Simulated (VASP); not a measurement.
# CoO in VASP: a series of runs, part 2 of 2

VASP 6.6.1.

**3. Single point, PBEsol, collinear spin, antiferromagnetic start**

This run uses another cell than the first one, of 11.58 Å³/atom, 1.097 times its volume.

INCAR reads:

```
ALGO = Normal
EDIFF = 1E-6
ENCUT = 520
GGA = PS
ISIF = 2
ISMEAR = 0
ISPIN = 2
LASPH = True
LCHARG = True
LELF = True
LMAXMIX = 4
LORBIT = 11
LREAL = False
LVHAR = True
LWAVE = False
MAGMOM = -3 3 0 0
NBANDS = 27
NELM = 150
PREC = Accurate
SIGMA = 0.1
```

KPOINTS reads:

```
k-points
0
Gamma
  6 6 4
```

POSCAR reads:

```
CoO
1.0
    3.1976457435      0.0000000000      0.0000000000
   -1.5988228718      2.7692424462      0.0000000000
    0.0000000000      0.0000000000      5.2287097100
Co O
2 2
Direct
    0.0000000000      0.0000000000      0.0034741400
    0.3333333300      0.6666666700      0.5033624100
    0.0000000000      0.0000000000      0.3716088500
    0.3333333300      0.6666666700      0.8715556000
```

Potentials or basis: VASP PAW PBE potentials, release 64 (Co, O).

Launch:

```console
$ cat potpaw_PBE.64/Co/POTCAR potpaw_PBE.64/O/POTCAR > POTCAR
$ mpirun -np 1 vasp_std > vasp.out
```

OUTCAR:

```text
EDIFF = 1E-6
   ENCUT = 520
   GGA = PS
   ISIF = 2
   ISMEAR = 0
   ISPIN = 2
   LASPH = True
   LORBIT = 11
   LREAL = False
   NELM = 150
   PREC = Accurate

 ion  position               nearest neighbor table
   1  0.000  0.000  0.003-   3 1.92   4 1.97   4 1.97   4 1.97
   2  0.333  0.667  0.503-   4 1.93   3 1.97   3 1.97   3 1.97
   3  0.000  0.000  0.372-   1 1.92   2 1.97   2 1.97   2 1.97
   4  0.333  0.667  0.872-   2 1.93   1 1.97   1 1.97   1 1.97

  LATTYP: Found a hexagonal cell.
 ALAT       =     3.1976457435
 C/A-ratio  =     1.6351747909

  Lattice vectors:

 A1 = (   3.1976457435,   0.0000000000,   0.0000000000)
 A2 = (  -1.5988228718,   2.7692424462,   0.0000000000)
 A3 = (   0.0000000000,   0.0000000000,   5.2287097100)

Analysis of symmetry for initial positions (statically):
=====================================================================
 Subroutine PRICEL returns:
 Original cell was already a primitive cell.

 Routine SETGRP: Setting up the symmetry group for a
 hexagonal supercell.

 Subroutine GETGRP returns: Found  6 space group operations
 (whereof  6 operations were pure point group operations)
 out of a pool of 24 trial point group operations.

The static configuration has the point symmetry C_3v.

Analysis of symmetry for dynamics (positions and initial velocities):
=====================================================================
 Subroutine PRICEL returns:
 Original cell was already a primitive cell.

 Routine SETGRP: Setting up the symmetry group for a
 hexagonal supercell.

 Subroutine GETGRP returns: Found  6 space group operations
 (whereof  6 operations were pure point group operations)
 out of a pool of 24 trial point group operations.

The dynamic configuration has the point symmetry C_3v.
[... 160 lines left out ...]
  ext. energy  EPLUGINS =         0.00000000
  ---------------------------------------------------
  free energy    TOTEN  =       -28.39673979 eV

  energy without entropy =      -28.37841930  energy(sigma->0) =      -28.38757954

 E-fermi :   5.9439     XC(G=0): -11.3938

 val. band max:        5.9381249054   @ k =   0.0000   0.0000   0.0000
 cond. band min:       5.9545325849   @ k =   0.0000   0.0000   0.2500
 fundamental gap:      0.0164076795
 Fermi energy:         5.9439383643

 spin component 1

 k-point     1 :       0.0000    0.0000    0.0000
  band No.  band energies     occupation
      1     -13.9560      1.00000
      2     -13.2460      1.00000
      3      -1.0849      1.00000
      4       0.0294      1.00000
      5       0.0294      1.00000
      6       0.0678      1.00000
[... 709 lines left out ...]
     26      20.7639      0.00000
     27      22.9916      0.00000
 Fermi energy:         5.9439383643

 spin component 2

 k-point     1 :       0.0000    0.0000    0.0000
  band No.  band energies     occupation
      1     -13.9548      1.00000
      2     -13.2476      1.00000
      3      -1.0845      1.00000
      4       0.0331      1.00000
      5       0.0331      1.00000
      6       0.0668      1.00000
[... 709 lines left out ...]
     26      20.7625      0.00000
     27      22.9940      0.00000

------------------------ aborting loop because EDIFF is reached ----------------------------------------

  FORCE on cell =-STRESS in cart. coord.  units (eV):
  Direction    XX          YY          ZZ          XY          YZ          ZX
  --------------------------------------------------------------------------------------
  -------------------------------------------------------------------------------------
  Total       -3.0651452     -3.0651452     -2.6267917      0.0000000     -0.0000000      0.0000000
  in kB     -106.0658983   -106.0658983    -90.8971704      0.0000000     -0.0000000      0.0000000
  external PRESSURE =    -101.0096557 kB  Pullay stress =       0.0000000 kB

 VOLUME and BASIS-vectors are now :
 -----------------------------------------------------------------------------
  energy-cutoff  :      520.00
  volume of cell :       46.30
      direct lattice vectors                 reciprocal lattice vectors
     3.197645743  0.000000000  0.000000000     0.312730077  0.180554794  0.000000000
    -1.598822872  2.769242446  0.000000000     0.000000000  0.361109588  0.000000000
     0.000000000  0.000000000  5.228709710     0.000000000  0.000000000  0.191251773

 POSITION                                       TOTAL-FORCE (eV/Angst)
 -----------------------------------------------------------------------------------
      0.00000      0.00000      0.01817        -0.000000      0.000000      0.100628
     -0.00000      1.84616      2.63194        -0.000000      0.000000      0.106284
      0.00000      0.00000      1.94303        -0.000000     -0.000000     -0.104003
     -0.00000      1.84616      4.55711         0.000000     -0.000000     -0.102909
 -----------------------------------------------------------------------------------
    total drift:                                0.000018     -0.000011     -0.001957

  FREE ENERGIE OF THE ION-ELECTRON SYSTEM (eV)
  ---------------------------------------------------
  free  energy   TOTEN  =       -28.3967397905 eV

  energy  without entropy=      -28.3784192951  energy(sigma->0) =      -28.38757954

 total charge

# of ion       s       p       d       tot
------------------------------------------
    1        0.344   0.433   7.219   7.996
    2        0.344   0.433   7.219   7.997
    3        1.548   3.407   0.000   4.955
    4        1.548   3.407   0.000   4.955
--------------------------------------------------
tot          3.785   7.680  14.438  25.903

 magnetization (x)

# of ion       s       p       d       tot
------------------------------------------
    1       -0.008  -0.039  -2.181  -2.228
    2        0.008   0.039   2.180   2.227
    3        0.011   0.143   0.000   0.154
    4       -0.011  -0.143   0.000  -0.154
--------------------------------------------------
tot          0.000  -0.000  -0.001  -0.001
```

stdout:

```text
POSCAR found type information on POSCAR CoO
 POSCAR found :  2 types and       4 ions
 scaLAPACK will be used
 -----------------------------------------------------------------------------
|                                                                             |
|                                                                             |
|     You enforced a specific xc type in the INCAR file but a different       |
|     I HOPE YOU KNOW WHAT YOU ARE DOING!                                     |
|                                                                             |
 -----------------------------------------------------------------------------

 LDA part: xc-table for (Slater+PW92), standard interpolation
 POSCAR, INCAR and KPOINTS ok, starting setup
 FFT: planning ... GRIDC
 FFT: planning ... GRID_SOFT
 FFT: planning ... GRID
 WAVECAR not read
 entering main loop
```

Run time: 40 s. Hardware: 1 thread of Intel Xeon Platinum 8488C (Sapphire Rapids), shared host; peak memory 0.2 GiB.

What came out:

| Property | Result |
| --- | --- |
| Free energy | -28.3967 eV |
| Pressure | -10.1 GPa |
| Largest force | 0.106 eV/Å |
| Band gap on the k mesh | zero (filled and empty bands overlap) |
| Net moment | 0.00 μB per cell |
| Site moments | Co -2.23, +2.23; O +0.15, -0.15 μB |
| Valence electrons inside the program's atomic spheres | Co 8.00; O 4.96 |

Forces on the atoms (eV/Å):
```
Co   0.000  0.000  0.101
Co   0.000  0.000  0.106
O    0.000  0.000 -0.104
O    0.000  0.000 -0.103
```

Stress tensor (GPa, compression positive):
```
-10.61   0.00   0.00
  0.00 -10.61   0.00
  0.00   0.00  -9.09
```

Levels at points of the mesh, in eV from the Fermi level:
Spin up:
```
           k point  band 12  band 13  band 14  band 15  band 16  band 17  band 18  band 19
(0.00, 0.00, 0.00)    -0.96    -0.96    -0.01    -0.01     0.14     1.52     1.95     1.95
(0.50, 0.00, 0.00)    -1.87    -1.38    -0.27    -0.15    -0.02     0.72     1.19     5.71
(0.00, 0.00, 0.50)    -0.91    -0.91     0.04     0.04     0.84     1.82     1.82     2.57
(0.50, 0.00, 0.50)    -1.49    -1.26    -0.37    -0.20     0.09     0.82     1.07     5.37
```
Spin down:
```csv
k point,band 13,band 14,band 15,band 16,band 17,band 18
"(0.00, 0.00, 0.00)",-0.96,-0.01,-0.01,0.14,1.52,1.95
"(0.50, 0.00, 0.00)",-1.38,-0.27,-0.15,-0.02,0.72,1.19
"(0.00, 0.00, 0.50)",-0.91,0.04,0.04,0.84,1.82,1.82
"(0.50, 0.00, 0.50)",-1.26,-0.37,-0.20,0.09,0.82,1.07
```

Caveat: the k points lie up to 0.38 Å⁻¹ apart; the PAW data sets were made with another functional, which shifts forces and pressure a little; semilocal functionals often make such compounds metallic where correlation or magnetic order opens a gap, which also shifts bond lengths. With open d or f shells a metallic result of PBEsol can be an artefact of self-interaction; +U or a hybrid may open a gap.

**4. Relaxation of cell and atoms, PBEsol, collinear spin, antiferromagnetic start**

This run uses another cell than the first one, of 11.58 Å³/atom, 1.097 times its volume.

INCAR reads:

```
SYSTEM = CoO
PREC     = Accurate       ! precision mode
ENCUT    = 600            ! plane-wave cutoff, eV
EDIFF    = 1E-7           ! SCF threshold, eV
ISMEAR   = 0              ! smearing method
SIGMA    = 0.1            ! smearing width, eV
LREAL    = .FALSE.        ! projectors in reciprocal space
LASPH    = .TRUE.         ! aspherical terms in the spheres
NELM     = 150            ! most SCF steps
ALGO     = Normal         ! electronic algorithm
ISIF     = 3              ! what is computed and relaxed
LWAVE    = .FALSE.        ! write WAVECAR
LCHARG   = .FALSE.        ! write CHGCAR
ISPIN    = 2              ! spin polarisation
MAGMOM   = -2.29 2.29 0.17 -0.17 ! initial moments
LORBIT   = 11             ! projections on sites
LMAXMIX  = 4              ! l up to which the mixer works
GGA      = PS             ! functional
IBRION   = 2              ! ionic algorithm
NSW      = 100            ! ionic steps
EDIFFG   = -0.05          ! ionic threshold
```

KPOINTS reads:

```
regular mesh
0
G
  6 6 4
  0 0 0
```

POSCAR is that of step 3.

Launch:

```console
$ cat potpaw_PBE.64/Co/POTCAR potpaw_PBE.64/O/POTCAR > POTCAR
$ mpirun -np 1 vasp_std > vasp.out
```

It took 12 min on 1 thread of AMD EPYC 7R13, shared host; peak memory 0.2 GiB.

Results (log left out):

* Free energy: -28.5550 eV
* Relaxed volume: 10.56 Å³/atom
* Relaxed cell: a = 3.062 Å, b = 3.062 Å, c = 5.201 Å, α = 90.00°, β = 90.00°, γ = 120.00°
* Space group after relaxing (to 0.05 Å): P6_3mc (No. 186)
* Energy gained by relaxing: 38.7 meV/atom
* Ionic steps: 7
* Pressure after relaxing: -0.4 GPa
* Largest force after relaxing: 0.020 eV/Å
* Band gap on the k mesh: zero (filled and empty bands overlap)
* Net moment: 0.00 μB per cell
* Site moments: Co -1.96, +1.96; O +0.12, -0.12 μB
* Valence electrons inside the program's atomic spheres: Co 8.19; O 4.99

Forces in eV/Å, atoms in the order of the input:
```
Co   0.000  0.000  0.020
Co   0.000  0.000  0.019
O    0.000  0.000 -0.020
O    0.000  0.000 -0.019
```

The path:
```tsv
step	energy change (eV)	largest force (eV/Å)	pressure (GPa)	volume (Å³)
1	0.0000	0.1072	-10.18	46.30
2	-0.1335	0.1285	2.91	41.54
3	-0.1399	0.0821	0.12	42.31
4	-0.1486	0.1398	0.20	42.10
5	-0.1487	0.1359	0.21	42.11
6	-0.1519	0.0989	-0.01	42.15
7	-0.1548	0.0197	-0.41	42.22
```

Final structure:
```yaml
crystal:
  lattice:
    - [3.06153, 0.00000, 0.00000]
    - [-1.53076, 2.65136, 0.00000]
    - [0.00000, 0.00000, 5.20146]
  atoms:
    - { symbol: Co, position: [0.00000, 0.00000, 0.00673] }
    - { symbol: Co, position: [0.33333, 0.66667, 0.50674] }
    - { symbol: O, position: [0.00000, 0.00000, 0.36827] }
    - { symbol: O, position: [0.33333, 0.66667, 0.86827] }
```

Levels at points of the mesh, in eV from the Fermi level:
Spin up:
```tsv
k point	band 11	band 12	band 13	band 14	band 15	band 16	band 17	band 18	band 19
(0.00, 0.00, 0.00)	-1.74	-0.96	-0.96	0.14	0.14	0.29	1.70	2.00	2.00
(0.50, 0.00, 0.00)	-1.84	-1.82	-1.17	-0.38	-0.26	-0.05	0.69	1.24	6.23
(0.00, 0.00, 0.50)	-1.19	-0.93	-0.93	0.24	0.24	0.74	1.81	1.81	2.84
(0.50, 0.00, 0.50)	-1.79	-1.62	-1.01	-0.50	-0.17	-0.06	0.70	1.06	5.75
```
Spin down:
```csv
k point,band 12,band 13,band 14,band 15,band 16,band 17,band 18,band 19
"(0.00, 0.00, 0.00)",-0.96,-0.96,0.14,0.14,0.29,1.70,2.00,2.00
"(0.50, 0.00, 0.00)",-1.82,-1.17,-0.38,-0.26,-0.05,0.69,1.24,6.23
"(0.00, 0.00, 0.50)",-0.93,-0.93,0.24,0.24,0.74,1.81,1.81,2.84
"(0.50, 0.00, 0.50)",-1.62,-1.01,-0.50,-0.17,-0.06,0.70,1.06,5.75
```

Caveat: the k points lie up to 0.39 Å⁻¹ apart in the final cell; the PAW data sets were made with another functional, which shifts forces and pressure a little; semilocal functionals often make such compounds metallic where correlation or magnetic order opens a gap, which also shifts bond lengths; the relaxation stopped at a loose force limit of 0.05 eV/Å, so its end isn't a converged minimum.

**5. Summary**

| task | cell | cutoff (eV) | gap on the mesh (eV) | pressure (GPa) | moment (μB) | largest force (eV/Å) |
| --- | --- | --- | --- | --- | --- | --- |
| single point | a = 3.057, b = 3.057, c = 5.215 Å, angles 90.0, 90.0, 120.0°, 4 atoms | 520 | none | -0.2 | 0.00 | 0.02 |
| single point | a = 3.198, b = 3.198, c = 5.229 Å, angles 90.0, 90.0, 120.0°, 4 atoms | 520 | none | -10.1 | 0.00 | 0.11 |
| relaxation of cell and atoms | relaxed from a = 3.198, b = 3.198, c = 5.229 Å, angles 90.0, 90.0, 120.0°, 4 atoms | 600 | none | -0.4 | 0.00 | 0.02 |

Alike in all rows: level PBEsol; potentials or basis VASP PAW PBE potentials, release 64 (Co, O); spin collinear, antiferromagnetic start; k mesh 6 × 6 × 4; smearing gaussian 0.1 eV.

Caveats: all runs use coarse meshes; the PAW data sets were made with another functional, which shifts forces and pressure a little; semilocal functionals often make such compounds metallic where correlation or magnetic order opens a gap, which also shifts bond lengths; the relaxation stopped at a loose force limit of 0.05 eV/Å, so its end isn't a converged minimum (some runs).

Total energies depend on the potentials used, so only differences within one code and one set of settings carry meaning.
